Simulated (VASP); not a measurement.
# W (Pm-3m) in VASP: a series of runs, part 2 of 2

VASP 6.6.1. Earlier steps stand in the parts before.

**3. Single point, PBE (volume scaled by 0.52)**

INCAR reads:

```
PREC     = Accurate       # precision mode
ENCUT    = 520            # plane-wave cutoff, eV
EDIFF    = 1E-6           # SCF threshold, eV
ISMEAR   = -1             # smearing method
SIGMA    = 0.1            # smearing width, eV
LREAL    = F              # projectors in reciprocal space
LASPH    = T              # aspherical terms in the spheres
NELM     = 100            # most SCF steps
ALGO     = Normal         # electronic algorithm
ISIF     = 2              # what is computed and relaxed
LWAVE    = F              # write WAVECAR
LCHARG   = F              # write CHGCAR
GGA      = PE             # functional
NBANDS   = 13             # bands
```

KPOINTS reads:

```
Automatic mesh
0
Gamma
  16 16 16
```

POSCAR reads:

```
W
1.0
    2.1210431897      0.0000000000      0.0000000000
    0.0000000000      2.1210431897      0.0000000000
    0.0000000000      0.0000000000      2.1210431897
W
1
Direct
    0.0000000000      0.0000000000      0.0000000000
```

Potentials or basis: VASP PAW PBE potentials, release 64 (W_sv).

Command:

```console
$ cat potpaw_PBE.64/W_sv/POTCAR > POTCAR
$ mpirun -np 1 vasp_std > vasp.out
```

It took 15 s on 1 thread of Intel Xeon 8259CL, shared host; peak memory 0.13 GiB.

Results (log left out):

```
Free energy            : -2.7825 eV
Pressure               : 556.9 GPa
Band gap on the k mesh : zero (band 7 reaches 23.81 eV, above the bottom of band 8 at 18.39 eV)
```

Levels at points of the mesh, in eV from the Fermi level:
| k point | band 5 | band 6 | band 7 | band 8 | band 9 | band 10 |
| --- | --- | --- | --- | --- | --- | --- |
| (0.00, 0.00, 0.00) | -11.52 | -9.77 | -9.77 | 10.34 | 10.34 | 10.34 |
| (0.50, 0.00, 0.00) | -7.54 | -6.62 | 0.37 | 0.56 | 0.56 | 11.58 |
| (0.50, 0.50, 0.00) | -13.40 | -4.41 | 2.65 | 2.65 | 9.70 | 9.70 |
| (0.50, 0.50, 0.50) | -9.92 | -9.92 | -9.92 | 4.28 | 17.98 | 17.98 |

Caveat: spin-orbit coupling is left out, which moves the levels of the heavy elements.

**4. Single point, PBE (volume scaled by 0.6)**

Changes to INCAR since step 3:

```diff
@@ -7,3 +7,3 @@
 LASPH    = T              # aspherical terms in the spheres
-NELM     = 100            # most SCF steps
+NELM     = 80             # most SCF steps
 ALGO     = Normal         # electronic algorithm
```

KPOINTS reads:

```
regular mesh
0
Gamma
  16 16 16
```

POSCAR reads:

```
W
1.0
    2.2246693982      0.0000000000      0.0000000000
    0.0000000000      2.2246693982      0.0000000000
    0.0000000000      0.0000000000      2.2246693982
W
1
Direct
    0.0000000000      0.0000000000      0.0000000000
```

Command:

```console
$ cat potpaw_PBE.64/W_sv/POTCAR > POTCAR
$ mpirun -np 1 vasp_std > vasp.out
```

Run time: 29 s. Hardware: 1 thread of Intel Xeon 8259CL, shared host; peak memory 0.14 GiB.

It converged, with:

```
Free energy            : -6.7103 eV
Pressure               : 323.4 GPa
Band gap on the k mesh : zero (band 7 reaches 20.39 eV, above the bottom of band 8 at 15.72 eV)
```

Levels at points of the mesh, in eV from the Fermi level:
```csv
k point,band 4,band 5,band 6,band 7,band 8,band 9,band 10,band 11
"(0.00, 0.00, 0.00)",-36.70,-11.03,-8.18,-8.18,8.83,8.83,8.83,19.92
"(0.50, 0.00, 0.00)",-36.16,-6.41,-6.31,-0.06,0.81,0.81,9.81,14.52
"(0.50, 0.50, 0.00)",-35.65,-11.10,-4.08,2.51,2.51,8.40,8.40,14.35
"(0.50, 0.50, 0.50)",-40.20,-8.12,-8.12,-8.12,5.30,15.07,15.07,21.98
```

Caveat: spin-orbit coupling is left out, which moves the levels of the heavy elements.

**5. Single point, PBE (volume scaled by 0.68)**

INCAR reads:

```
PREC = Accurate
ENCUT = 520
EDIFF = 1E-7
ISMEAR = -1
SIGMA = 0.1
LREAL = False
LASPH = True
NELM = 80
ALGO = Normal
ISIF = 2
LWAVE = False
LCHARG = True
GGA = PE
LELF = True
LVHAR = True
NBANDS = 13
```

KPOINTS reads:

```
Automatic mesh
0
Gamma
  16 16 16
```

POSCAR reads:

```
W
1.0
    2.3194483266      0.0000000000      0.0000000000
    0.0000000000      2.3194483266      0.0000000000
    0.0000000000      0.0000000000      2.3194483266
W
1
Direct
    0.0000000000      0.0000000000      0.0000000000
```

Potentials or basis: VASP PAW PBE potentials, release 64 (W_sv).

Command:

```console
$ cat potpaw_PBE.64/W_sv/POTCAR > POTCAR
$ mpirun -np 1 vasp_std > vasp.out
```

OUTCAR:

```text
PREC = Accurate
   ENCUT = 520
   EDIFF = 1E-7
   ISMEAR = -1
   LREAL = False
   LASPH = True
   NELM = 80
   ISIF = 2
   GGA = PE

 ion  position               nearest neighbor table
   1  0.000  0.000  0.000-

  LATTYP: Found a simple cubic cell.
 ALAT       =     2.3194483266

  Lattice vectors:

 A1 = (   2.3194483266,   0.0000000000,   0.0000000000)
 A2 = (   0.0000000000,   2.3194483266,   0.0000000000)
 A3 = (   0.0000000000,   0.0000000000,   2.3194483266)

Analysis of symmetry for initial positions (statically):
=====================================================================
 Subroutine PRICEL returns:
 Original cell was already a primitive cell.

 Routine SETGRP: Setting up the symmetry group for a
 simple cubic supercell.

 Subroutine GETGRP returns: Found 48 space group operations
 (whereof 48 operations were pure point group operations)
 out of a pool of 48 trial point group operations.

The static configuration has the point symmetry O_h .

[... 166 lines left out ...]
  band No.  band energies     occupation
      1     -59.1361      2.00000
      2     -21.6997      2.00000
      3     -21.6997      2.00000
      4     -21.6997      2.00000
      5       4.7145      2.00000
      6       8.2202      2.00000
      7       8.2202      2.00000
      8      22.8654      0.00000
      9      22.8654      0.00000
     10      22.8654      0.00000
     11      33.6493      0.00000
     12      33.6493      0.00000
     13      33.6493      0.00000
[... 354 lines left out ...]
  band No.  band energies     occupation
      1     -58.6552      2.00000
      2     -25.3679      2.00000
      3     -21.9173      2.00000
      4     -21.2680      2.00000
      5       9.6300      2.00000
      6      11.0996      2.00000
      7      11.9400      2.00000
      8      16.3369      0.00001
      9      18.4332      0.00000
     10      22.3953      0.00000
     11      30.0480      0.00000
     12      31.3309      0.00000
     13      38.1102      0.00000

 [... further k-points ...]

------------------------ aborting loop because EDIFF is reached ----------------------------------------

  FORCE on cell =-STRESS in cart. coord.  units (eV):
  Direction    XX          YY          ZZ          XY          YZ          ZX
  --------------------------------------------------------------------------------------
  -------------------------------------------------------------------------------------
  Total       14.7717618     14.7717618     14.7717618      0.0000000      0.0000000     -0.0000000
  in kB     1896.6568881   1896.6568881   1896.6568881      0.0000000      0.0000000     -0.0000000
  external PRESSURE =    1896.6568881 kB  Pullay stress =       0.0000000 kB

 VOLUME and BASIS-vectors are now :
 -----------------------------------------------------------------------------
  energy-cutoff  :      520.00
  volume of cell :       12.48
      direct lattice vectors                 reciprocal lattice vectors
     2.319448327  0.000000000  0.000000000     0.431137003  0.000000000  0.000000000
     0.000000000  2.319448327  0.000000000     0.000000000  0.431137003  0.000000000
     0.000000000  0.000000000  2.319448327     0.000000000  0.000000000  0.431137003

 POSITION                                       TOTAL-FORCE (eV/Angst)
 -----------------------------------------------------------------------------------
      0.00000      0.00000      0.00000         0.000000      0.000000      0.000000
 -----------------------------------------------------------------------------------
    total drift:                               -0.000000      0.000000      0.000000

  FREE ENERGIE OF THE ION-ELECTRON SYSTEM (eV)
  ---------------------------------------------------
  free  energy   TOTEN  =        -9.0078912496 eV

  energy  without entropy=       -8.9751953630  energy(sigma->0) =       -8.99154331
```

It took 36 s on 1 thread of Intel Xeon 8259CL, shared host; peak memory 0.14 GiB.

What came out:

| Property | Result |
| --- | --- |
| Free energy | -9.0079 eV |
| Pressure | 189.7 GPa |
| Band gap on the k mesh | zero (band 7 reaches 17.84 eV, above the bottom of band 8 at 13.49 eV) |

Levels at points of the mesh, in eV from the Fermi level:
| k point | band 4 | band 5 | band 6 | band 7 | band 8 | band 9 | band 10 | band 11 |
| --- | --- | --- | --- | --- | --- | --- | --- | --- |
| (0.00, 0.00, 0.00) | -36.80 | -10.38 | -6.88 | -6.88 | 7.77 | 7.77 | 7.77 | 18.55 |
| (0.50, 0.00, 0.00) | -36.41 | -6.02 | -5.28 | -0.24 | 1.06 | 1.06 | 8.55 | 14.58 |
| (0.50, 0.50, 0.00) | -36.06 | -9.27 | -3.66 | 2.47 | 2.47 | 7.44 | 7.44 | 12.40 |
| (0.50, 0.50, 0.50) | -39.41 | -6.67 | -6.67 | -6.67 | 6.13 | 12.97 | 12.97 | 18.76 |

Caveat: spin-orbit coupling is left out, which moves the levels of the heavy elements.

**6. Summary**

| cell | gap on the mesh (eV) | pressure (GPa) |
| --- | --- | --- |
| a = 2.121 Å, 1 atom | none | 556.9 |
| a = 2.225 Å, 1 atom | none | 323.4 |
| a = 2.319 Å, 1 atom | none | 189.7 |

Alike in all rows: task single point; level PBE; potentials or basis VASP PAW PBE potentials, release 64 (W_sv); no spin polarisation; k mesh 16 × 16 × 16; cutoff (eV) 520; smearing fermi-dirac 0.1 eV.

Caveats: spin-orbit coupling is left out, which moves the levels of the heavy elements.

Total energies depend on the potentials used, so only differences within one code and one set of settings carry meaning.
